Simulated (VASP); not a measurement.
Here is a VASP 6.6.1 calculation.

The input INCAR:

```
PREC = Accurate ; ENCUT = 520
EDIFF = 1E-6 ; ISMEAR = -1
SIGMA = 0.05 ; LREAL = F
LASPH = T ; NELM = 150
ALGO = Normal ; ISIF = 2
LWAVE = F ; LCHARG = F
ISPIN = 2 ; MAGMOM = 1.537 -1.537
LORBIT = 11 ; LMAXMIX = 4
GGA = PE ; NBANDS = 19
```

File KPOINTS:

```
regular mesh
0
Gamma
  15 15 10
```

Contents of POSCAR:

```
Fe
1.0
    2.4214045604      0.0000000000      0.0000000000
    0.0000000000      2.4214045604      0.0000000000
    0.0000000000      0.0000000000      3.6811585483
Fe
2
Direct
    1.0000000000      1.0000000000      0.0000000000
    0.5000000000      0.5000000000      0.5000000000
```

Potentials or basis: VASP PAW PBE potentials, release 64 (Fe).

The run is started by

```bash
$ cat potpaw_PBE.64/Fe/POTCAR > POTCAR
$ mpirun -np 1 vasp_std > vasp.out
```

(1) Estimate the pressure.

(2) What does it give for the net moment?

(3) Estimate the site moments.

(4) Predict the band gap on the k mesh.

Answers

(1) -0.3 GPa.

(2) 0.00 μB per cell.

(3) Fe +1.59, -1.59 μB.

(4) zero (filled and empty bands overlap).
